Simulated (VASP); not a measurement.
Wanted: the native input for a VASP 6.6.1 run.

```yaml
Task: single point
Functional: r2SCAN
Potentials_or_basis: VASP PAW PBE potentials, release 64 (Ti_sv, Al)
Cutoff: 520 eV
k_mesh: 10 × 10 × 6
Occupations: gaussian, width 0.15 eV
Spin: no spin polarisation
Dipole_correction: no
Further_INCAR_settings: ALGO = Normal; EDIFF = 1e-07; NBANDS = 36
```

Crystal: Ti3Al5.

```
Ti Al
1.0
     4.09320    0.00000    0.00000
     0.00000    4.09320    0.00000
     0.00000    0.00000    8.74118
Ti Al
3 5
Direct
  0.00000 0.00000 0.50000
  0.50000 0.50000 0.00000
  0.50000 0.50000 0.50000
  0.00000 0.50000 0.25133
  0.00000 0.50000 0.74867
  0.50000 0.00000 0.25133
  0.50000 0.00000 0.74867
  0.00000 0.00000 0.00000
```

This cell differs from its parent crystal: strain +0.050 along x and y, +0.050 along z.

These files were run (other wordings do the same):

POSCAR

```
Ti3Al5
1.0
    4.0932012001      0.0000000000      0.0000000000
    0.0000000000      4.0932012001      0.0000000000
    0.0000000000      0.0000000000      8.7411785407
Ti Al
3 5
Direct
    0.0000000000      0.0000000000      0.5000000000
    0.5000000000      0.5000000000      0.0000000000
    0.5000000000      0.5000000000      0.5000000000
    0.0000000000      0.5000000000      0.2513308222
    0.0000000000      0.5000000000      0.7486691778
    0.5000000000      0.0000000000      0.2513308222
    0.5000000000      0.0000000000      0.7486691778
    0.0000000000      0.0000000000      0.0000000000
```

INCAR.step1

```
PREC = Accurate ; ENCUT = 520
ISMEAR = 0 ; SIGMA = 0.15
LREAL = False ; LASPH = True
NELM = 100 ; NBANDS = 36
GGA = PE ; ALGO = Normal
EDIFF = 1E-4 ; LWAVE = True
LCHARG = False
```

INCAR.step2

```
PREC = Accurate ; ENCUT = 520
EDIFF = 1E-7 ; ISMEAR = 0
SIGMA = 0.15 ; LREAL = False
LASPH = True ; NELM = 100
ALGO = Normal ; ISIF = 2
LWAVE = False ; LCHARG = False
METAGGA = R2SCAN ; LMIXTAU = True
NBANDS = 36 ; ISTART = 1
```

KPOINTS

```
regular mesh
0
Gamma
  10 10 6
```

Potentials or basis: VASP PAW PBE potentials, release 64 (Ti_sv, Al).

Launch:

```bash
$ cat potpaw_PBE.64/Ti_sv/POTCAR potpaw_PBE.64/Al/POTCAR > POTCAR
$ cp INCAR.step1 INCAR
$ mpirun -np 1 vasp_std > vasp.out
$ cp INCAR.step2 INCAR
$ mpirun -np 1 vasp_std > vasp.out
```

Results of the run:

```json
{
 "Pressure": "-12.9 GPa",
 "Largest force": "0.138 eV/Å",
 "Band gap on the k mesh": "zero (an odd number of electrons rules out a gap without spin polarisation)"
}
```

Caveat: the cell differs from its parent crystal (strain +0.050 along x and y, +0.050 along z); the cell stands under tension; the PAW data sets were made with another functional, which shifts forces and pressure a little.

Wall time 18 min on 1 thread of AMD EPYC 9R45 96-Core Processor (Zen 5), on a shared host, peak memory 0.46 GiB.
